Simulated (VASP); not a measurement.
# Te (P6_3/mmc) in VASP: a series of runs

Te is run at these levels: PBE; tasks: single point.

All numbers are computed with VASP 6.6.1; they aren't measurements. Logs are shortened: lines on timing, memory, paths and dates and some standing lists are left out, and cuts for length are marked.

## (1) The cell of the first run

Symmetry: P6_3/mmc, No. 194, hexagonal system. Conventional cell: a = 4.058 Å, b = 4.058 Å, c = 4.413 Å, α = 90.00°, β = 90.00°, γ = 120.00°. Within 4.2 Å of Te (site symmetry -6m2) lie 12 Te at 3.22 to 4.06 Å.

This isn't the form of Te at room conditions, which is trigonal, of chains.

## (2) Single point, PBE

INCAR reads:

```
PREC = Accurate
ENCUT = 520
EDIFF = 1E-6
ISMEAR = -1
SIGMA = 0.1
LREAL = F
LASPH = T
NELM = 60
ALGO = Normal
ISIF = 2
LWAVE = F
LCHARG = F
GGA = PE
NBANDS = 13
```

KPOINTS reads:

```
regular mesh
0
Gamma
  11 11 6
```

POSCAR reads:

```
Te
1.0
    4.0579773944      0.0000000000      0.0000000000
   -2.0289886972      3.5143115116      0.0000000000
    0.0000000000      0.0000000000      4.4134404670
Te
2
Direct
    0.3333333333      0.6666666667      0.2500000000
    0.6666666667      0.3333333333      0.7500000000
```

Potentials or basis: VASP PAW PBE potentials, release 64 (Te).

Command:

```console
$ cat potpaw_PBE.64/Te/POTCAR > POTCAR
$ mpirun -np 1 vasp_std > vasp.out
```

OUTCAR:

```text
PREC = Accurate
   ENCUT = 520
   EDIFF = 1E-6
   ISMEAR = -1
   LREAL = F
   LASPH = T
   NELM = 60
   ISIF = 2
   GGA = PE

 ion  position               nearest neighbor table
   1  0.333  0.667  0.250-   2 3.22   2 3.22   2 3.22   2 3.22   2 3.22   2 3.22
   2  0.667  0.333  0.750-   1 3.22   1 3.22   1 3.22   1 3.22   1 3.22   1 3.22

  LATTYP: Found a hexagonal cell.
 ALAT       =     4.0579773944
 C/A-ratio  =     1.0875961195

  Lattice vectors:

 A1 = (   4.0579773944,   0.0000000000,   0.0000000000)
 A2 = (  -2.0289886972,   3.5143115116,   0.0000000000)
 A3 = (   0.0000000000,   0.0000000000,   4.4134404670)

Analysis of symmetry for initial positions (statically):
=====================================================================
 Subroutine PRICEL returns:
 Original cell was already a primitive cell.

 Routine SETGRP: Setting up the symmetry group for a
 hexagonal supercell.

 Subroutine GETGRP returns: Found 24 space group operations
 (whereof 12 operations were pure point group operations)
 out of a pool of 24 trial point group operations.

The static configuration has the point symmetry D_3d.
 The point group associated with its full space group is D_6h.

Analysis of symmetry for dynamics (positions and initial velocities):
=====================================================================
 Subroutine PRICEL returns:
 Original cell was already a primitive cell.

 Routine SETGRP: Setting up the symmetry group for a
 hexagonal supercell.

 Subroutine GETGRP returns: Found 24 space group operations
 (whereof 12 operations were pure point group operations)
 out of a pool of 24 trial point group operations.

The dynamic configuration has the point symmetry D_3d.
 The point group associated with its full space group is D_6h.

 Subroutine INISYM returns: Found 24 space group operations
 (whereof 12 operations are pure point group operations),
 and found     1 'primitive' translations

----------------------------------------------------------------------------------------

                                     Primitive cell

  volume of cell :      62.9401

  direct lattice vectors                    reciprocal lattice vectors
     4.057977394  0.000000000  0.000000000     0.246428184  0.142275378  0.000000000
    -2.028988697  3.514311512  0.000000000     0.000000000  0.284550757  0.000000000
     0.000000000  0.000000000  4.413440467     0.000000000  0.000000000  0.226580602

  length of vectors
     4.057977394  4.057977394  4.413440467     0.284550757  0.284550757  0.226580602

  position of ions in fractional coordinates (direct lattice)
     0.333333333  0.666666667  0.250000000
     0.666666667  0.333333333  0.750000000

  ion indices of the primitive-cell ions
   primitive index   ion index
                 1           1
                 2           2

----------------------------------------------------------------------------------------

 KPOINTS: regular mesh

Automatic generation of k-mesh.
 Grid dimensions read from file:
 generate k-points for:   11   11    6

 Generating k-lattice:

  Cartesian coordinates                     Fractional coordinates (reciprocal lattice)
     0.022402562  0.012934125  0.000000000     0.090909091  0.000000000  0.000000000
     0.000000000  0.025868251  0.000000000     0.000000000  0.090909091  0.000000000
     0.000000000  0.000000000  0.037763434     0.000000000  0.000000000  0.166666667

  Length of vectors
     0.025868251  0.025868251  0.037763434

  Shift w.r.t. Gamma in fractional coordinates (k-lattice)
     0.000000000  0.000000000  0.000000000

 Subroutine IBZKPT returns following result:
 ===========================================

 Found     64 irreducible k-points:

 Following reciprocal coordinates:
            Coordinates               Weight
  0.000000  0.000000  0.000000      1.000000
  0.090909  0.000000  0.000000      6.000000
  0.181818  0.000000  0.000000      6.000000
  0.272727  0.000000  0.000000      6.000000
  0.363636  0.000000  0.000000      6.000000
  0.454545 -0.000000  0.000000      6.000000
[... 16 lines left out ...]
  0.090909  0.090909  0.166667     12.000000
  0.181818  0.090909  0.166667     24.000000
 [... further k-points ...]
   k-points           NKPTS =     64   k-points in BZ     NKDIM =     64   number of bands    NBANDS=     13
   number of dos      NEDOS =    301   number of ions     NIONS =      2
   total plane-waves  NPLWV =  32400
   dimension x,y,z NGX =    30 NGY =   30 NGZ =   36
   dimension x,y,z NGXF=    60 NGYF=   60 NGZF=   72
   ions per type =               2
   NGX,Y,Z   is equivalent  to a cutoff of  12.29, 12.29, 13.56 a.u.
   NGXF,Y,Z  is equivalent  to a cutoff of  24.58, 24.58, 27.12 a.u.
 SYSTEM =  unknown system
   PREC   = accura    normal or accurate (medium, high low for compatibility)
   ISTART =      0    job   : 0-new  1-cont  2-samecut
   ICHARG =      2    charge: 1-file 2-atom 10-const
   ISPIN  =      1    spin polarized calculation?
   LNONCOLLINEAR =      F non collinear calculations
   LSORBIT =      F    spin-orbit coupling
   LASPH  =      T    aspherical Exc in radial PAW
   ENCUT  =  520.0 eV  38.22 Ry    6.18 a.u.   7.55  7.55  8.21*2*pi/ulx,y,z
   NELM   =     60;   NELMIN=  2; NELMDL= -5     # of ELM steps
   EDIFF  = 0.1E-05   stopping-criterion for ELM
   LREAL  =      F    real-space projection
   EDIFFG = 0.1E-04   stopping-criterion for IOM
   NSW    =      0    number of steps for IOM
   IBRION =     -1    ionic relax: 0-MD 1-quasi-New 2-CG
   NFREE  =      0    steps in history (QN), initial steepest desc. (CG)
   ISIF   =      2    stress and relaxation
   ISYM   =      2    0-nonsym 1-usesym 2-fastsym
   POTIM  = 0.5000    time-step for ionic-motion
   TEBEG  =    0.0;   TEEND  =   0.0 temperature during run
   PSTRESS=    0.0 pullay stress
   NELECT =      12.0000    total number of electrons
   NUPDOWN=      -1.0000    fix difference up-down
   EMIN   =  10.00;   EMAX   =-10.00  energy-range for DOS
   EFERMI =   0.00;   METHOD = LEGACY
   ISMEAR =    -1;   SIGMA  =   0.10  broadening in eV -4-tet -1-fermi 0-gaus
   EFERMI_NEDOS =   21; number of points for ismear=-14 and -15
   IALGO  =     38    algorithm
   IMIX   =      4    mixing-type and parameters
     AMIX     =   0.40;   BMIX     =  1.00
     AMIX_MAG =   1.60;   BMIX_MAG =  1.00
  volume/ion in A,a.u.               =      31.47       212.37
  Fermi-wavevector in a.u.,A,eV,Ry     =   0.942236  1.780567 12.079361  0.887808
  Thomas-Fermi vector in A             =   2.069825
   LORBIT       =      0    0 simple, 1 ext, 2 COOP (PROOUT), +10 PAW based schemes
   GGA     = PE    functional components
   LHFCALC =     F    Hartree Fock is set to
   AEXX    =    0.0000 exact exchange contribution
   IVDW    =     0    specifies the selected vdW correction
   LEPSILON=     F    determine dielectric tensor
   LRPA    =     F    only Hartree local field effects (RPA)
 non-spin polarized calculation
  energy-cutoff  :      520.00
  volume of cell :       62.94
 maximum number of plane-waves:      1710
 NGX is ok and might be reduce to    30
   NGX = 15   NGY = 15   NGZ = 17

 number of electron      11.9999997 magnetization

 Free energy of the ion-electron system (eV)
  ---------------------------------------------------
  ext. energy  EPLUGINS =         0.00000000
  ---------------------------------------------------
  free energy    TOTEN  =        -5.94365901 eV

  energy without entropy =       -5.89610021  energy(sigma->0) =       -5.91987961

 E-fermi :   6.7205     XC(G=0):  -9.5138

 val. band max:        6.7105194626   @ k =   0.1818   0.1818   0.0000
 cond. band min:       6.7353122182   @ k =   0.3636   0.2727   0.1667
 fundamental gap:      0.0247927557
 Fermi energy:         6.7205085887

 k-point     1 :       0.0000    0.0000    0.0000
  band No.  band energies     occupation
      1      -6.8816      2.00000
      2      -1.9211      2.00000
      3       2.2721      2.00000
      4       4.9333      2.00000
      5       4.9333      2.00000
      6       7.6298      0.00022
      7       7.6298      0.00022
      8       9.9418      0.00000
      9      10.0222      0.00000
     10      12.6347      0.00000
     11      14.6191      0.00000
     12      14.6191      0.00000
     13      15.8734      0.00000

 k-point     2 :       0.0909    0.0000    0.0000
  band No.  band energies     occupation
      1      -6.8029      2.00000
      2      -1.9947      2.00000
      3       2.3606      2.00000
      4       4.6365      2.00000
      5       4.7520      2.00000
      6       7.4202      0.00183
      7       7.8221      0.00003
      8       9.6971      0.00000
      9      10.2986      0.00000
     10      12.9254      0.00000
     11      14.3168      0.00000
     12      14.6003      0.00000
     13      15.6370      0.00000

 k-point     3 :       0.1818    0.0000    0.0000
  band No.  band energies     occupation
      1      -6.5709      2.00000
      2      -2.2301      2.00000
      3       2.6219      2.00000
      4       4.0400      2.00000
      5       4.3625      2.00000
      6       6.9397      0.20100
      7       8.2128      0.00000
      8       8.9001      0.00000
      9      11.0158      0.00000
     10      12.7443      0.00000
     11      14.7257      0.00000
     12      15.0956      0.00000
     13      15.1939      0.00000
[... 305 lines left out ...]
 k-point    23 :       0.0909    0.0909    0.1667
  band No.  band energies     occupation
      1      -6.4566      2.00000
      2      -2.6999      2.00000
      3       2.6864      2.00000
      4       4.5231      2.00000
      5       5.0048      2.00000
      6       6.6715      1.24029
      7       7.7204      0.00009
      8       8.9833      0.00000
      9      11.2640      0.00000
     10      12.6931      0.00000
     11      13.6321      0.00000
     12      15.1444      0.00000
     13      15.3760      0.00000

 k-point    24 :       0.1818    0.0909    0.1667
  band No.  band energies     occupation
      1      -6.1609      2.00000
      2      -2.8405      2.00000
      3       2.3770      2.00000
      4       3.9404      2.00000
      5       5.1008      2.00000
      6       5.9770      1.99882
      7       7.7800      0.00005
      8       8.6530      0.00000
      9      11.6396      0.00000
     10      12.7662      0.00000
     11      13.9756      0.00000
     12      15.0863      0.00000
     13      16.1461      0.00000

 [... further k-points ...]

------------------------ aborting loop because EDIFF is reached ----------------------------------------

  FORCE on cell =-STRESS in cart. coord.  units (eV):
  Direction    XX          YY          ZZ          XY          YZ          ZX
  --------------------------------------------------------------------------------------
  -------------------------------------------------------------------------------------
  Total       -0.0243148     -0.0243148     -0.0271433      0.0000000      0.0000000      0.0000000
  in kB       -0.6189482     -0.6189482     -0.6909490      0.0000000      0.0000000      0.0000000
  external PRESSURE =      -0.6429485 kB  Pullay stress =       0.0000000 kB

 VOLUME and BASIS-vectors are now :
 -----------------------------------------------------------------------------
  energy-cutoff  :      520.00
  volume of cell :       62.94
      direct lattice vectors                 reciprocal lattice vectors
     4.057977394  0.000000000  0.000000000     0.246428184  0.142275378  0.000000000
    -2.028988697  3.514311512  0.000000000     0.000000000  0.284550757  0.000000000
     0.000000000  0.000000000  4.413440467     0.000000000  0.000000000  0.226580602

 POSITION                                       TOTAL-FORCE (eV/Angst)
 -----------------------------------------------------------------------------------
     -0.00000      2.34287      1.10336        -0.000000     -0.000000      0.000000
      2.02899      1.17144      3.31008         0.000000      0.000000      0.000000
 -----------------------------------------------------------------------------------
    total drift:                               -0.000000      0.000000     -0.000000

  FREE ENERGIE OF THE ION-ELECTRON SYSTEM (eV)
  ---------------------------------------------------
  free  energy   TOTEN  =        -5.9436590083 eV

  energy  without entropy=       -5.8961002097  energy(sigma->0) =       -5.91987961
```

It took 14 s on 1 thread of Intel Xeon 6975P-C (Granite Rapids), shared host; peak memory 0.19 GiB.

Results:

```yaml
Free_energy: -5.9437 eV
Pressure: -0.1 GPa
Band_gap_on_the_k_mesh: zero (bands 6 and 7 overlap by 2.06 eV)
```

Caveat: spin-orbit coupling is left out, which moves the levels of the heavy elements.

## (3) Single point, PBE (27.69 Å³/atom)

This run uses another cell than the first one, of 27.69 Å³/atom.

INCAR reads:

```
SYSTEM = Te
PREC = Accurate ; ENCUT = 520
EDIFF = 1E-6 ; ISMEAR = -1
SIGMA = 0.1 ; LREAL = .False.
LASPH = .True. ; NELM = 60
ALGO = Normal ; ISIF = 2
LWAVE = .False. ; LCHARG = .True.
GGA = PE ; LELF = .True.
LVHAR = .True. ; NBANDS = 13
```

KPOINTS reads:

```
regular mesh
0
Gamma
  15 15 12
  0 0 0
```

POSCAR reads:

```
Te
1.0
    3.8886946934      0.0000000000      0.0000000000
   -1.9443473467      3.3677083921      0.0000000000
    0.0000000000      0.0000000000      4.2293292583
Te
2
Direct
    0.3333333333      0.6666666667      0.2500000000
    0.6666666667      0.3333333333      0.7500000000
```

Potentials or basis: VASP PAW PBE potentials, release 64 (Te).

Command:

```console
$ cat potpaw_PBE.64/Te/POTCAR > POTCAR
$ mpirun -np 1 vasp_std > vasp.out
```

Run time: 34 s. Hardware: 1 thread of Intel Xeon 6975P-C (Granite Rapids), shared host; peak memory 0.25 GiB.

Results (log left out):

| Quantity | Value |
| --- | --- |
| Free energy | -5.7753 eV |
| Pressure | 8.3 GPa |
| Band gap on the k mesh | zero (bands 6 and 7 overlap by 2.45 eV) |

Stress tensor (GPa, compression positive):
```
 6.88  0.00  0.00
 0.00  6.88  0.00
 0.00  0.00 11.16
```

Levels at points of the mesh, in eV from the Fermi level:
```csv
k point,band 2,band 3,band 4,band 5,band 6,band 7,band 8,band 9,band 10,band 11
"(0.00, 0.00, 0.00)",-8.41,-5.22,-2.10,-2.10,0.97,0.97,2.72,3.94,5.86,8.03
"(0.00, 0.00, 0.50)",-12.70,-0.48,-0.48,-0.48,-0.48,-0.37,-0.37,6.29,6.29,6.29
```

Caveat: the cell stands under pressure; spin-orbit coupling is left out, which moves the levels of the heavy elements.
